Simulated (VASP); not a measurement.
# FePtRh (P4/nmm) in VASP: notebook

The runs below take FePtRh through single point, with LDA.

Program: VASP 6.6.1. These are calculated values, not measurements. Logs are shortened: lines on timing, memory, paths and dates and some standing lists are left out, and cuts for length are marked.

## (1) The cell of the first run

The structure is tetragonal, space group P4/nmm (No. 129). Conventional cell: a = 3.667 Å, b = 3.667 Å, c = 5.986 Å, α = 90.00°, β = 90.00°, γ = 90.00°. Pt (site symmetry -4m2) has 4 Fe at 2.55 Å and 4 Pt at 2.59 Å and 4 Rh at 2.73 Å within 3.4 Å. Within 2.9 Å of Rh (site symmetry 4mm) lie 5 Fe at 2.20 to 2.61 Å and 4 Pt at 2.73 Å. Within 2.9 Å of Fe (site symmetry 4mm) lie 5 Rh at 2.20 to 2.61 Å and 4 Pt at 2.55 Å.

## (2) Single point, LDA

INCAR

```
SYSTEM = FePtRh
PREC = Accurate
ENCUT = 690
EDIFF = 1E-6
ISMEAR = 0
SIGMA = 0.0112
LREAL = .False.
LASPH = .True.
NELM = 120
ALGO = Normal
ISIF = 2
LWAVE = .False.
LCHARG = .True.
LELF = .True.
LVHAR = .True.
NBANDS = 60
GGA_COMPAT = .False.
```

KPOINTS

```
regular mesh
0
Gamma
  5 5 3
  0 0 0
```

POSCAR

```
FePtRh
1.0
    3.6673928004      0.0000000000      0.0000000000
    0.0000000000      3.6673928004      0.0000000000
    0.0000000000      0.0000000000      5.9864334843
Pt Rh Fe
2 2 2
Direct
    0.0000000000      0.0000000000      0.0000000000
    0.5000000000      0.5000000000      0.0000000000
    0.0000000000      0.5000000000      0.6629590346
    0.5000000000      0.0000000000      0.3370409654
    0.0000000000      0.5000000000      0.2950106063
    0.5000000000      0.0000000000      0.7049893937
```

Potentials or basis: VASP PAW LDA potentials, release 64 (Pt_sv_GW, Rh_sv_GW, Fe_sv).

The run is started by

```sh
> cat potpaw_LDA.64/Pt_sv_GW/POTCAR potpaw_LDA.64/Rh_sv_GW/POTCAR potpaw_LDA.64/Fe_sv/POTCAR > POTCAR
> mpirun -np 1 vasp_std > vasp.out
```

OUTCAR:

```text
SYSTEM = FePtRh
   PREC = Accurate
   ENCUT = 690
   EDIFF = 1E-6
   ISMEAR = 0
   LREAL = .False.
   LASPH = .True.
   NELM = 120
   ISIF = 2

 ion  position               nearest neighbor table
   1  0.000  0.000  0.000-   5 2.55   6 2.55   5 2.55   6 2.55   2 2.59   2 2.59   2 2.59   2 2.59
                             3 2.73   4 2.73   3 2.73   4 2.73
   2  0.500  0.500  0.000-   5 2.55   6 2.55   6 2.55   5 2.55   1 2.59   1 2.59   1 2.59   1 2.59
                             3 2.73   3 2.73   4 2.73   4 2.73
   3  0.000  0.500  0.663-   5 2.20   2 2.73   1 2.73   1 2.73   2 2.73
   4  0.500  0.000  0.337-   6 2.20   2 2.73   1 2.73   2 2.73   1 2.73
   5  0.000  0.500  0.295-   3 2.20   2 2.55   1 2.55   1 2.55   2 2.55
   6  0.500  0.000  0.705-   4 2.20   2 2.55   1 2.55   2 2.55   1 2.55

  LATTYP: Found a simple tetragonal cell.
 ALAT       =     3.6673928004
 C/A-ratio  =     1.6323404146

  Lattice vectors:

 A1 = (   3.6673928004,   0.0000000000,   0.0000000000)
 A2 = (   0.0000000000,   3.6673928004,   0.0000000000)
 A3 = (   0.0000000000,   0.0000000000,   5.9864334843)

Analysis of symmetry for initial positions (statically):
=====================================================================
 Subroutine PRICEL returns:
 Original cell was already a primitive cell.

 Routine SETGRP: Setting up the symmetry group for a
 simple tetragonal supercell.

 Subroutine GETGRP returns: Found 16 space group operations
 (whereof  8 operations were pure point group operations)
 out of a pool of 16 trial point group operations.

The static configuration has the point symmetry D_2d.
 The point group associated with its full space group is D_4h.

Analysis of symmetry for dynamics (positions and initial velocities):
=====================================================================
 Subroutine PRICEL returns:
 Original cell was already a primitive cell.

 Routine SETGRP: Setting up the symmetry group for a
 simple tetragonal supercell.

 Subroutine GETGRP returns: Found 16 space group operations
 (whereof  8 operations were pure point group operations)
 out of a pool of 16 trial point group operations.

The dynamic configuration has the point symmetry D_2d.
 The point group associated with its full space group is D_4h.

 Subroutine INISYM returns: Found 16 space group operations
 (whereof  8 operations are pure point group operations),
 and found     1 'primitive' translations

[... 86 lines left out ...]
   LASPH  =      T    aspherical Exc in radial PAW
   ENCUT  =  690.0 eV  50.71 Ry    7.12 a.u.   7.85  7.85 12.82*2*pi/ulx,y,z
   NELM   =    120;   NELMIN=  2; NELMDL= -5     # of ELM steps
   EDIFF  = 0.1E-05   stopping-criterion for ELM
   LREAL  =      F    real-space projection
[... 7 lines left out ...]
   TEBEG  =    0.0;   TEEND  =   0.0 temperature during run
   PSTRESS=    0.0 pullay stress
   NELECT =     102.0000    total number of electrons
   NUPDOWN=      -1.0000    fix difference up-down
   EMIN   =  10.00;   EMAX   =-10.00  energy-range for DOS
   EFERMI =   0.00;   METHOD = LEGACY
   ISMEAR =     0;   SIGMA  =   0.01  broadening in eV -4-tet -1-fermi 0-gaus
   EFERMI_NEDOS =   21; number of points for ismear=-14 and -15
   IALGO  =     38    algorithm
   IMIX   =      4    mixing-type and parameters
     AMIX     =   0.40;   BMIX     =  1.00
     AMIX_MAG =   1.60;   BMIX_MAG =  1.00
  volume/ion in A,a.u.               =      13.42        90.56
  Fermi-wavevector in a.u.,A,eV,Ry     =   1.771389  3.347439 42.692607  3.137818
  Thomas-Fermi vector in A             =   2.837990
   LORBIT       =      0    0 simple, 1 ext, 2 COOP (PROOUT), +10 PAW based schemes
   GGA     = CA    functional components
   LHFCALC =     F    Hartree Fock is set to
   AEXX    =    0.0000 exact exchange contribution
   IVDW    =     0    specifies the selected vdW correction
   LEPSILON=     F    determine dielectric tensor
   LRPA    =     F    only Hartree local field effects (RPA)
 non-spin polarized calculation
 Gauss-broadening in eV      SIGMA  =   0.01
  energy-cutoff  :      690.00
  volume of cell :       80.52
 maximum number of plane-waves:      3326
 NGX is ok and might be reduce to    32
   NGX = 15   NGY = 15   NGZ = 25

 number of electron     101.9999971 magnetization

 Free energy of the ion-electron system (eV)
  ---------------------------------------------------
  ext. energy  EPLUGINS =         0.00000000
  ---------------------------------------------------
  free energy    TOTEN  =       -47.01433313 eV

  energy without entropy =      -47.01367526  energy(sigma->0) =      -47.01400420

 E-fermi :  11.1244     XC(G=0): -14.2282

 val. band max:       11.1191757325   @ k =   0.2000   0.0000   0.0000
 cond. band min:      11.1446973421   @ k =   0.4000   0.2000   0.3333
 fundamental gap:      0.0255216096
 Fermi energy:        11.1244135945

 k-point     1 :       0.0000    0.0000    0.0000
  band No.  band energies     occupation
      1     -88.0441      2.00000
      2     -87.9856      2.00000
      3     -74.9848      2.00000
      4     -74.9839      2.00000
      5     -67.1305      2.00000
      6     -67.1259      2.00000
[... 745 lines left out ...]
     59      15.0824      0.00000
     60      15.8354      0.00000

------------------------ aborting loop because EDIFF is reached ----------------------------------------

  FORCE on cell =-STRESS in cart. coord.  units (eV):
  Direction    XX          YY          ZZ          XY          YZ          ZX
  --------------------------------------------------------------------------------------
  -------------------------------------------------------------------------------------
  Total        0.1181536      0.1181536      0.1527774      0.0000000      0.0000000      0.0000000
  in kB        2.3511193      2.3511193      3.0400921      0.0000000      0.0000000      0.0000000
  external PRESSURE =       2.5807769 kB  Pullay stress =       0.0000000 kB

 VOLUME and BASIS-vectors are now :
 -----------------------------------------------------------------------------
  energy-cutoff  :      690.00
  volume of cell :       80.52
      direct lattice vectors                 reciprocal lattice vectors
     3.667392800  0.000000000  0.000000000     0.272673273  0.000000000  0.000000000
     0.000000000  3.667392800  0.000000000     0.000000000  0.272673273  0.000000000
     0.000000000  0.000000000  5.986433484     0.000000000  0.000000000  0.167044368

 POSITION                                       TOTAL-FORCE (eV/Angst)
 -----------------------------------------------------------------------------------
      0.00000      0.00000      0.00000         0.000000     -0.000000      0.000000
      1.83370      1.83370      0.00000         0.000000      0.000000      0.000000
      0.00000      1.83370      3.96876         0.000000      0.000000     -0.023470
      1.83370      0.00000      2.01767        -0.000000      0.000000      0.023470
      0.00000      1.83370      1.76606         0.000000      0.000000      0.013252
      1.83370      0.00000      4.22037         0.000000      0.000000     -0.013252
 -----------------------------------------------------------------------------------
    total drift:                                0.000000     -0.000000     -0.000000

  FREE ENERGIE OF THE ION-ELECTRON SYSTEM (eV)
  ---------------------------------------------------
  free  energy   TOTEN  =       -47.0143331305 eV

  energy  without entropy=      -47.0136752609  energy(sigma->0) =      -47.01400420
```

OSZICAR:

```text
N       E                     dE             d eps       ncg     rms          rms(c)
DAV:   1     0.295757919216E+04    0.29576E+04   -0.69013E+04  1440   0.283E+03
DAV:   2     0.293605563960E+03   -0.26640E+04   -0.26052E+04  1440   0.113E+03
DAV:   3    -0.293508466964E+02   -0.32296E+03   -0.30892E+03  2164   0.464E+02
[... 17 lines left out ...]
DAV:  21    -0.470143464480E+02    0.13565E-03   -0.33696E-04  2592   0.143E-01    0.983E-02
DAV:  22    -0.470143482845E+02   -0.18365E-05   -0.18667E-05  1604   0.403E-02    0.640E-02
DAV:  23    -0.470143347847E+02    0.13500E-04   -0.14866E-05  1608   0.412E-02    0.271E-02
DAV:  24    -0.470143331148E+02    0.16699E-05   -0.45441E-06  1216   0.163E-02    0.699E-03
DAV:  25    -0.470143331305E+02   -0.15691E-07   -0.10133E-06   836   0.117E-02
   1 F= -.47014333E+02 E0= -.47014004E+02  d E =-.657870E-03
```

Wall time 3.8 min (1 thread of Intel Xeon 6975P-C (Granite Rapids), shared host); peak memory 0.24 GiB.

What came out:

* Free energy: -47.0143 eV
* Pressure: 0.3 GPa
* Largest force: 0.023 eV/Å
* Band gap on the k mesh: zero (bands 51 and 52 overlap by 0.88 eV)

Forces on the atoms (eV/Å):
```
Pt   0.000  0.000  0.000
Pt   0.000  0.000  0.000
Rh   0.000  0.000 -0.023
Rh   0.000  0.000  0.023
Fe   0.000  0.000  0.013
Fe   0.000  0.000 -0.013
```

Caveat: spin-orbit coupling is left out, which moves the levels of the heavy elements; the run has no spin polarisation, though such a crystal can be magnetic. Spin polarisation is off, so any magnetic state and its effect on volume and gap are missing.

## (3) Single point, LDA

INCAR

```
SYSTEM = FePtRh
ALGO     = Normal         ! electronic algorithm
EDIFF    = 1E-6           ! SCF threshold, eV
ENCUT    = 690            ! plane-wave cutoff, eV
GGA_COMPAT= .FALSE.      
ISIF     = 2              ! what is computed and relaxed
ISMEAR   = 0              ! smearing method
LASPH    = .TRUE.         ! aspherical terms in the spheres
LCHARG   = .FALSE.        ! write CHGCAR
LREAL    = .FALSE.        ! projectors in reciprocal space
LWAVE    = .FALSE.        ! write WAVECAR
NBANDS   = 60             ! bands
NELM     = 120            ! most SCF steps
PREC     = Accurate       ! precision mode
SIGMA    = 0.0112         ! smearing width, eV
```

KPOINTS

```
Automatic mesh
0
Gamma
  5 5 3
  0.5 0.5 0.5
```

POSCAR

```
FePtRh
1.0
    3.6630762155      0.0000000000      0.0000000000
    0.0000000000      3.6630762155      0.0000000000
    0.0000000000      0.0000000000      5.9989231359
Pt Rh Fe
2 2 2
Direct
    0.0000000000      0.0000000000      0.0000000000
    0.5000000000      0.5000000000      0.0000000000
    0.0000000000      0.5000000000      0.6647419161
    0.5000000000      0.0000000000      0.3352580839
    0.0000000000      0.5000000000      0.2956032912
    0.5000000000      0.0000000000      0.7043967088
```

Potentials or basis: VASP PAW LDA potentials, release 64 (Pt_sv_GW, Rh_sv_GW, Fe_sv).

The run is started by

```sh
> cat potpaw_LDA.64/Pt_sv_GW/POTCAR potpaw_LDA.64/Rh_sv_GW/POTCAR potpaw_LDA.64/Fe_sv/POTCAR > POTCAR
> mpirun -np 1 vasp_std > vasp.out
```

OUTCAR:

```text
SYSTEM = FePtRh
   EDIFF = 1E-6
   ENCUT = 690
   ISIF = 2
   ISMEAR = 0
   LASPH = .TRUE.
   LREAL = .FALSE.
   NELM = 120
   PREC = Accurate

 ion  position               nearest neighbor table
   1  0.000  0.000  0.000-   5 2.55   6 2.55   5 2.55   6 2.55   2 2.59   2 2.59   2 2.59   2 2.59
                             3 2.72   4 2.72   3 2.72   4 2.72
   2  0.500  0.500  0.000-   5 2.55   6 2.55   6 2.55   5 2.55   1 2.59   1 2.59   1 2.59   1 2.59
                             3 2.72   3 2.72   4 2.72   4 2.72
   3  0.000  0.500  0.665-   5 2.21   6 2.60   6 2.60   6 2.60   6 2.60   1 2.72   2 2.72   2 2.72
                             1 2.72
   4  0.500  0.000  0.335-   6 2.21   5 2.60   5 2.60   5 2.60   5 2.60   1 2.72   1 2.72   2 2.72
                             2 2.72
   5  0.000  0.500  0.296-   3 2.21   2 2.55   1 2.55   1 2.55   2 2.55   4 2.60   4 2.60   4 2.60
                             4 2.60
   6  0.500  0.000  0.704-   4 2.21   2 2.55   1 2.55   2 2.55   1 2.55   3 2.60   3 2.60   3 2.60
                             3 2.60

  LATTYP: Found a simple tetragonal cell.
 ALAT       =     3.6630762155
 C/A-ratio  =     1.6376735790

  Lattice vectors:

 A1 = (   3.6630762155,   0.0000000000,   0.0000000000)
 A2 = (   0.0000000000,   3.6630762155,   0.0000000000)
 A3 = (   0.0000000000,   0.0000000000,   5.9989231359)

Analysis of symmetry for initial positions (statically):
=====================================================================
 Subroutine PRICEL returns:
 Original cell was already a primitive cell.

 Routine SETGRP: Setting up the symmetry group for a
 simple tetragonal supercell.

 Subroutine GETGRP returns: Found 16 space group operations
 (whereof  8 operations were pure point group operations)
 out of a pool of 16 trial point group operations.

The static configuration has the point symmetry D_2d.
 The point group associated with its full space group is D_4h.

Analysis of symmetry for dynamics (positions and initial velocities):
[... 130 lines left out ...]
  Thomas-Fermi vector in A             =   2.838118
   LORBIT       =      0    0 simple, 1 ext, 2 COOP (PROOUT), +10 PAW based schemes
   GGA     = CA    functional components
   LHFCALC =     F    Hartree Fock is set to
   AEXX    =    0.0000 exact exchange contribution
   IVDW    =     0    specifies the selected vdW correction
   LEPSILON=     F    determine dielectric tensor
   LRPA    =     F    only Hartree local field effects (RPA)
 non-spin polarized calculation
 Gauss-broadening in eV      SIGMA  =   0.01
  energy-cutoff  :      690.00
  volume of cell :       80.49
 maximum number of plane-waves:      3322
 NGX is ok and might be reduce to    32
   NGX = 15   NGY = 15   NGZ = 25

 number of electron     101.9999972 magnetization

 Free energy of the ion-electron system (eV)
  ---------------------------------------------------
  ext. energy  EPLUGINS =         0.00000000
  ---------------------------------------------------
  free energy    TOTEN  =       -46.95897196 eV

  energy without entropy =      -46.95796006  energy(sigma->0) =      -46.95846601

 E-fermi :  11.0465     XC(G=0): -14.2310

 val. band max:       11.0366665144   @ k =   0.3000   0.3000   0.1667
 cond. band min:      11.0568950255   @ k =   0.5000   0.5000   0.1667
 fundamental gap:      0.0202285111
 Fermi energy:        11.0465209333

 k-point     1 :       0.1000    0.1000    0.1667
  band No.  band energies     occupation
      1     -88.0358      2.00000
      2     -87.9821      2.00000
      3     -74.9807      2.00000
      4     -74.9798      2.00000
      5     -67.1485      2.00000
      6     -67.1446      2.00000
[... 745 lines left out ...]
     59      14.8690      0.00000
     60      14.8708      0.00000

------------------------ aborting loop because EDIFF is reached ----------------------------------------

  FORCE on cell =-STRESS in cart. coord.  units (eV):
  Direction    XX          YY          ZZ          XY          YZ          ZX
  --------------------------------------------------------------------------------------
  -------------------------------------------------------------------------------------
  Total        0.1993972      0.1993972      0.2312586      0.0000000      0.0000000      0.0000000
  in kB        3.9688482      3.9688482      4.6030244      0.0000000      0.0000000      0.0000000
  external PRESSURE =       4.1802403 kB  Pullay stress =       0.0000000 kB

 VOLUME and BASIS-vectors are now :
 -----------------------------------------------------------------------------
  energy-cutoff  :      690.00
  volume of cell :       80.49
      direct lattice vectors                 reciprocal lattice vectors
     3.663076215  0.000000000  0.000000000     0.272994593  0.000000000  0.000000000
     0.000000000  3.663076215  0.000000000     0.000000000  0.272994593  0.000000000
     0.000000000  0.000000000  5.998923136     0.000000000  0.000000000  0.166696585

 POSITION                                       TOTAL-FORCE (eV/Angst)
 -----------------------------------------------------------------------------------
      0.00000      0.00000      0.00000        -0.000000      0.000000      0.000000
      1.83154      1.83154      0.00000        -0.000000     -0.000000      0.000000
      0.00000      1.83154      3.98774        -0.000000      0.000000     -0.017165
      1.83154      0.00000      2.01119         0.000000      0.000000      0.017165
      0.00000      1.83154      1.77330         0.000000      0.000000      0.018667
      1.83154      0.00000      4.22562        -0.000000      0.000000     -0.018667
 -----------------------------------------------------------------------------------
    total drift:                                0.000000     -0.000000      0.000000

  FREE ENERGIE OF THE ION-ELECTRON SYSTEM (eV)
  ---------------------------------------------------
  free  energy   TOTEN  =       -46.9589719572 eV

  energy  without entropy=      -46.9579600640  energy(sigma->0) =      -46.95846601
```

OSZICAR:

```text
N       E                     dE             d eps       ncg     rms          rms(c)
DAV:   1     0.295024705794E+04    0.29502E+04   -0.68808E+04  1440   0.282E+03
DAV:   2     0.291710619007E+03   -0.26585E+04   -0.26002E+04  1448   0.113E+03
DAV:   3    -0.299426881204E+02   -0.32165E+03   -0.30723E+03  2192   0.464E+02
DAV:   4    -0.544926044820E+02   -0.24550E+02   -0.22664E+02  2248   0.140E+02
[... 15 lines left out ...]
DAV:  20    -0.469592434619E+02    0.82165E-03   -0.71764E-04  2592   0.256E-01    0.227E-01
DAV:  21    -0.469590915594E+02    0.15190E-03   -0.18748E-04  2528   0.117E-01    0.166E-01
DAV:  22    -0.469589779357E+02    0.11362E-03   -0.14803E-04  2376   0.107E-01    0.528E-02
DAV:  23    -0.469589723937E+02    0.55420E-05   -0.18513E-05  1736   0.292E-02    0.329E-02
DAV:  24    -0.469589719572E+02    0.43654E-06   -0.97203E-07   868   0.133E-02
   1 F= -.46958972E+02 E0= -.46958466E+02  d E =-.101189E-02
```

It took 99 s on 1 thread of Intel Xeon 6975P-C (Granite Rapids), shared host; peak memory 0.24 GiB.

Results:

| Quantity | Value |
| --- | --- |
| Free energy | -46.9590 eV |
| Pressure | 0.4 GPa |
| Largest force | 0.019 eV/Å |
| Band gap on the k mesh | zero (bands 51 and 52 overlap by 0.49 eV) |

Forces on the atoms (eV/Å):
```
Pt   0.000  0.000  0.000
Pt   0.000  0.000  0.000
Rh   0.000  0.000 -0.017
Rh   0.000  0.000  0.017
Fe   0.000  0.000  0.019
Fe   0.000  0.000 -0.019
```

Levels at points of the mesh, in eV from the Fermi level:
| k point | band 49 | band 50 | band 51 | band 52 | band 53 | band 54 |
| --- | --- | --- | --- | --- | --- | --- |
| (0.50, 0.50, 0.50) | -0.46 | -0.46 | -0.06 | -0.06 | 0.21 | 0.21 |

Caveat: spin-orbit coupling is left out, which moves the levels of the heavy elements; the run has no spin polarisation, though such a crystal can be magnetic. Spin polarisation is off, so any magnetic state and its effect on volume and gap are missing.

The gap in the log of VASP goes by the Fermi energy; the results here count the filled bands.